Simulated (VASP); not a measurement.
# TiCo (Pm-3m) in VASP: single point with PBE

Aim: the single point of TiCo with PBE.

All numbers are computed with VASP 6.6.1; they aren't measurements. Logs are shortened: lines on timing, memory, paths and dates and some standing lists are left out, and cuts for length are marked.

## (1) The cell of the first run

Symmetry: Pm-3m, No. 221, cubic system. The conventional cell has a = 2.986 Å, b = 2.986 Å, c = 2.986 Å, α = 90.00°, β = 90.00°, γ = 90.00°. Within 3.4 Å of Ti (site symmetry m-3m) lie 8 Co at 2.59 Å and 6 Ti at 2.99 Å. Co (site symmetry m-3m) has 8 Ti at 2.59 Å and 6 Co at 2.99 Å within 3.4 Å.

## (2) Single point, PBE, collinear spin, ferrimagnetic start

Contents of INCAR:

```
SYSTEM = TiCo
ALGO = Normal
EDIFF = 1E-6
ENCUT = 520
GGA = PE
ISIF = 2
ISMEAR = -1
ISPIN = 2
LASPH = .TRUE.
LCHARG = .FALSE.
LMAXMIX = 4
LORBIT = 11
LREAL = .FALSE.
LWAVE = .FALSE.
MAGMOM = -1 2
NBANDS = 22
NELM = 150
PREC = Accurate
SIGMA = 0.05
```

Contents of KPOINTS:

```
k-points
0
G
  12 12 12
  0 0 0
```

Contents of POSCAR:

```
TiCo
1.0
    2.9861109900      0.0000000000      0.0000000000
    0.0000000000      2.9861109900      0.0000000000
    0.0000000000      0.0000000000      2.9861109900
Ti Co
1 1
Direct
    0.0000000000      0.0000000000      0.0000000000
    0.5000000000      0.5000000000      0.5000000000
```

Potentials or basis: VASP PAW PBE potentials, release 64 (Ti_sv, Co).

Run with:

```sh
$ cat potpaw_PBE.64/Ti_sv/POTCAR potpaw_PBE.64/Co/POTCAR > POTCAR
$ mpirun -np 1 vasp_std > vasp.out
```

OUTCAR:

```text
SYSTEM = TiCo
   EDIFF = 1E-6
   ENCUT = 520
   GGA = PE
   ISIF = 2
   ISMEAR = -1
   ISPIN = 2
   LASPH = .TRUE.
   LORBIT = 11
   LREAL = .FALSE.
   NELM = 150
   PREC = Accurate

 ion  position               nearest neighbor table
   1  0.000  0.000  0.000-   2 2.59   2 2.59   2 2.59   2 2.59   2 2.59   2 2.59   2 2.59   2 2.59

   2  0.500  0.500  0.500-   1 2.59   1 2.59   1 2.59   1 2.59   1 2.59   1 2.59   1 2.59   1 2.59

  LATTYP: Found a simple cubic cell.
 ALAT       =     2.9861109900

  Lattice vectors:

 A1 = (   2.9861109900,   0.0000000000,   0.0000000000)
 A2 = (   0.0000000000,   2.9861109900,   0.0000000000)
 A3 = (   0.0000000000,   0.0000000000,   2.9861109900)

Analysis of symmetry for initial positions (statically):
=====================================================================
 Subroutine PRICEL returns:
 Original cell was already a primitive cell.

 Routine SETGRP: Setting up the symmetry group for a
 simple cubic supercell.

 Subroutine GETGRP returns: Found 48 space group operations
 (whereof 48 operations were pure point group operations)
 out of a pool of 48 trial point group operations.

The static configuration has the point symmetry O_h .

Analysis of symmetry for dynamics (positions and initial velocities):
=====================================================================
 Subroutine PRICEL returns:
 Original cell was already a primitive cell.

 Routine SETGRP: Setting up the symmetry group for a
 simple cubic supercell.

 Subroutine GETGRP returns: Found 48 space group operations
 (whereof 48 operations were pure point group operations)
 out of a pool of 48 trial point group operations.

The dynamic configuration has the point symmetry O_h .

Analysis of structural, dynamic, and magnetic symmetry:
=====================================================================
 Subroutine PRICEL returns:
 Original cell was already a primitive cell.

 Routine SETGRP: Setting up the symmetry group for a
 simple cubic supercell.

 Subroutine GETGRP returns: Found 48 space group operations
 (whereof 48 operations were pure point group operations)
 out of a pool of 48 trial point group operations.

The overall configuration has the point symmetry O_h .

 Subroutine INISYM returns: Found 48 space group operations
 (whereof 48 operations are pure point group operations),
 and found     1 'primitive' translations

----------------------------------------------------------------------------------------

                                     Primitive cell

  volume of cell :      26.6267

  direct lattice vectors                    reciprocal lattice vectors
     2.986110990  0.000000000  0.000000000     0.334883735  0.000000000  0.000000000
     0.000000000  2.986110990  0.000000000     0.000000000  0.334883735  0.000000000
     0.000000000  0.000000000  2.986110990     0.000000000  0.000000000  0.334883735

  length of vectors
     2.986110990  2.986110990  2.986110990     0.334883735  0.334883735  0.334883735

  position of ions in fractional coordinates (direct lattice)
     0.000000000  0.000000000  0.000000000
     0.500000000  0.500000000  0.500000000

  ion indices of the primitive-cell ions
   primitive index   ion index
                 1           1
                 2           2

----------------------------------------------------------------------------------------

 KPOINTS: k-points

Automatic generation of k-mesh.
 Grid dimensions read from file:
 generate k-points for:   12   12   12

 Generating k-lattice:

  Cartesian coordinates                     Fractional coordinates (reciprocal lattice)
     0.027906978  0.000000000  0.000000000     0.083333333  0.000000000  0.000000000
     0.000000000  0.027906978  0.000000000     0.000000000  0.083333333  0.000000000
     0.000000000  0.000000000  0.027906978     0.000000000  0.000000000  0.083333333

  Length of vectors
     0.027906978  0.027906978  0.027906978

  Shift w.r.t. Gamma in fractional coordinates (k-lattice)
     0.000000000  0.000000000  0.000000000

 Subroutine IBZKPT returns following result:
 ===========================================

 Found     84 irreducible k-points:

 Following reciprocal coordinates:
            Coordinates               Weight
  0.000000  0.000000  0.000000      1.000000
  0.083333  0.000000  0.000000      6.000000
  0.166667  0.000000  0.000000      6.000000
  0.250000  0.000000  0.000000      6.000000
  0.333333  0.000000  0.000000      6.000000
  0.416667  0.000000  0.000000      6.000000
[... 16 lines left out ...]
  0.333333  0.333333  0.000000     12.000000
  0.416667  0.333333  0.000000     24.000000
 [... further k-points ...]
   k-points           NKPTS =     84   k-points in BZ     NKDIM =     84   number of bands    NBANDS=     22
   number of dos      NEDOS =    301   number of ions     NIONS =      2
   total plane-waves  NPLWV =  13824
   dimension x,y,z NGX =    24 NGY =   24 NGZ =   24
   dimension x,y,z NGXF=    48 NGYF=   48 NGZF=   48
   ions per type =               1   1
   NGX,Y,Z   is equivalent  to a cutoff of  13.36, 13.36, 13.36 a.u.
   NGXF,Y,Z  is equivalent  to a cutoff of  26.72, 26.72, 26.72 a.u.
 SYSTEM =  TiCo
   PREC   = accura    normal or accurate (medium, high low for compatibility)
   ISTART =      0    job   : 0-new  1-cont  2-samecut
   ICHARG =      2    charge: 1-file 2-atom 10-const
   ISPIN  =      2    spin polarized calculation?
   LNONCOLLINEAR =      F non collinear calculations
   LSORBIT =      F    spin-orbit coupling
   LASPH  =      T    aspherical Exc in radial PAW
   ENCUT  =  520.0 eV  38.22 Ry    6.18 a.u.   5.55  5.55  5.55*2*pi/ulx,y,z
   NELM   =    150;   NELMIN=  2; NELMDL= -5     # of ELM steps
   EDIFF  = 0.1E-05   stopping-criterion for ELM
   LREAL  =      F    real-space projection
   EDIFFG = 0.1E-04   stopping-criterion for IOM
   NSW    =      0    number of steps for IOM
   IBRION =     -1    ionic relax: 0-MD 1-quasi-New 2-CG
   NFREE  =      0    steps in history (QN), initial steepest desc. (CG)
   ISIF   =      2    stress and relaxation
   ISYM   =      2    0-nonsym 1-usesym 2-fastsym
   POTIM  = 0.5000    time-step for ionic-motion
   TEBEG  =    0.0;   TEEND  =   0.0 temperature during run
   PSTRESS=    0.0 pullay stress
   NELECT =      21.0000    total number of electrons
   NUPDOWN=      -1.0000    fix difference up-down
   EMIN   =  10.00;   EMAX   =-10.00  energy-range for DOS
   EFERMI =   0.00;   METHOD = LEGACY
   ISMEAR =    -1;   SIGMA  =   0.05  broadening in eV -4-tet -1-fermi 0-gaus
   EFERMI_NEDOS =   21; number of points for ismear=-14 and -15
   IALGO  =     38    algorithm
   IMIX   =      4    mixing-type and parameters
     AMIX     =   0.40;   BMIX     =  1.00
     AMIX_MAG =   1.60;   BMIX_MAG =  1.00
  volume/ion in A,a.u.               =      13.31        89.84
  Fermi-wavevector in a.u.,A,eV,Ry     =   1.512546  2.858298 31.127355  2.287796
  Thomas-Fermi vector in A             =   2.622456
   LORBIT       =     11    0 simple, 1 ext, 2 COOP (PROOUT), +10 PAW based schemes
   GGA     = PE    functional components
   LHFCALC =     F    Hartree Fock is set to
   AEXX    =    0.0000 exact exchange contribution
   IVDW    =     0    specifies the selected vdW correction
   LEPSILON=     F    determine dielectric tensor
   LRPA    =     F    only Hartree local field effects (RPA)
 spin polarized calculation
  energy-cutoff  :      520.00
  volume of cell :       26.63
 maximum number of plane-waves:       739
 NGX is ok and might be reduce to    24
   NGX = 11   NGY = 11   NGZ = 11

 number of electron      20.9999983 magnetization       0.8454505

 Free energy of the ion-electron system (eV)
  ---------------------------------------------------
  ext. energy  EPLUGINS =         0.00000000
  ---------------------------------------------------
  free energy    TOTEN  =       -15.68165517 eV

  energy without entropy =      -15.66434171  energy(sigma->0) =      -15.67299844

 E-fermi :   9.9458     XC(G=0): -12.5748

 val. band max:        9.9447982256   @ k =   0.5000   0.5000   0.4167
 cond. band min:       9.9469826239   @ k =   0.5000   0.5000   0.5000
 fundamental gap:      0.0021843982
 Fermi energy:         9.9458473156

 spin component 1

 k-point     1 :       0.0000    0.0000    0.0000
  band No.  band energies     occupation
      1     -47.2260      1.00000
      2     -23.3186      1.00000
      3     -23.3186      1.00000
      4     -23.3186      1.00000
      5       2.2426      1.00000
      6       5.7637      1.00000
[... 14 lines left out ...]
     21      29.2454      0.00000
     22      30.8691      0.00000

 k-point     2 :       0.0833    0.0000    0.0000
  band No.  band energies     occupation
      1     -47.2239      1.00000
      2     -23.3389      1.00000
      3     -23.3171      1.00000
      4     -23.3171      1.00000
      5       2.3803      1.00000
      6       5.8177      1.00000
[... 542 lines left out ...]
 k-point    24 :       0.4167    0.3333    0.0000
  band No.  band energies     occupation
      1     -47.1750      1.00000
      2     -23.5629      1.00000
      3     -23.5047      1.00000
      4     -23.2774      1.00000
      5       5.4501      1.00000
      6       6.1475      1.00000
[... 14 lines left out ...]
     21      26.6353      0.00000
     22      29.3908      0.00000

 [... further k-points ...]

 spin component 2

 k-point     1 :       0.0000    0.0000    0.0000
  band No.  band energies     occupation
      1     -47.2330      1.00000
      2     -23.3264      1.00000
      3     -23.3264      1.00000
      4     -23.3264      1.00000
      5       2.2361      1.00000
      6       6.4179      1.00000
[... 14 lines left out ...]
     21      29.4083      0.00000
     22      30.7582      0.00000

 k-point     2 :       0.0833    0.0000    0.0000
  band No.  band energies     occupation
      1     -47.2309      1.00000
      2     -23.3470      1.00000
      3     -23.3250      1.00000
      4     -23.3250      1.00000
      5       2.3740      1.00000
      6       6.4801      1.00000
[... 542 lines left out ...]
 k-point    24 :       0.4167    0.3333    0.0000
  band No.  band energies     occupation
      1     -47.1816      1.00000
      2     -23.5734      1.00000
      3     -23.5146      1.00000
      4     -23.2850      1.00000
      5       5.7256      1.00000
      6       6.4487      1.00000
[... 14 lines left out ...]
     21      26.5431      0.00000
     22      29.4283      0.00000

 [... further k-points ...]
[... 5 lines left out ...]
  --------------------------------------------------------------------------------------
  -------------------------------------------------------------------------------------
  Total       -0.1251596     -0.1251596     -0.1251596     -0.0000000      0.0000000     -0.0000000
  in kB       -7.5310739     -7.5310739     -7.5310739     -0.0000000      0.0000000     -0.0000000
  external PRESSURE =      -7.5310739 kB  Pullay stress =       0.0000000 kB

 VOLUME and BASIS-vectors are now :
 -----------------------------------------------------------------------------
  energy-cutoff  :      520.00
  volume of cell :       26.63
      direct lattice vectors                 reciprocal lattice vectors
     2.986110990  0.000000000  0.000000000     0.334883735  0.000000000  0.000000000
     0.000000000  2.986110990  0.000000000     0.000000000  0.334883735  0.000000000
     0.000000000  0.000000000  2.986110990     0.000000000  0.000000000  0.334883735

 POSITION                                       TOTAL-FORCE (eV/Angst)
 -----------------------------------------------------------------------------------
      0.00000      0.00000      0.00000         0.000000      0.000000      0.000000
      1.49306      1.49306      1.49306         0.000000      0.000000      0.000000
 -----------------------------------------------------------------------------------
    total drift:                                0.000000      0.000000     -0.000000

  FREE ENERGIE OF THE ION-ELECTRON SYSTEM (eV)
  ---------------------------------------------------
  free  energy   TOTEN  =       -15.6816551722 eV

  energy  without entropy=      -15.6643417103  energy(sigma->0) =      -15.67299844

 total charge

# of ion       s       p       d       tot
------------------------------------------
    1        2.247   6.180   1.858  10.285
    2        0.525   0.460   7.304   8.288
--------------------------------------------------
tot          2.772   6.640   9.162  18.573

 magnetization (x)

# of ion       s       p       d       tot
------------------------------------------
    1       -0.003  -0.012  -0.011  -0.026
    2        0.027  -0.005   0.896   0.919
--------------------------------------------------
tot          0.025  -0.017   0.885   0.893
```

Run time: 43 s. Hardware: 1 thread of Intel Xeon Platinum 8488C (Sapphire Rapids), shared host; peak memory 0.2 GiB.

What came out:

```
Free energy                                           : -15.6817 eV
Pressure                                              : -0.8 GPa
Net moment                                            : 0.85 μB per cell
Site moments                                          : Ti -0.03; Co +0.92 μB
Valence electrons inside the program's atomic spheres : Ti 10.29; Co 8.29
```
